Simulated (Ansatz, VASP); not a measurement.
## Zn in VASP and in Ansatz

```
CELL_PARAMETERS angstrom
0.00000 1.96478 1.96478
1.96478 0.00000 1.96478
1.96478 1.96478 0.00000
ATOMIC_POSITIONS crystal
Zn 0.00000 0.00000 0.00000
```

Alike in both runs: functional BLYP; dispersion D4; k mesh 12 × 12 × 12; occupations fermi-dirac, width 0.15 eV; collinear spin.

```csv
,VASP,Ansatz
version,VASP 6.6.1,Ansatz 0.2.0
potentials or method,"VASP PAW PBE potentials, release 64 (Zn), cutoff 520 eV","all-electron LAPW, scalar-relativistic"
task,single point,band structure
```

Ansatz gave:

* gap on the k mesh at the Fermi level (eV): none
* pressure (GPa): -0.2
* net moment per atom (μB): 0.00

Question: Estimate VASP's values.

Answer: gap on the k mesh at the Fermi level (eV): none; pressure (GPa): 0.2; net moment per atom (μB): 0.00.

VASP's potentials were made for PBE, not for BLYP. A gap of «none» marks a metal or a gap that the smearing closes. Ansatz ran all-electron here, and VASP with PAW potentials.
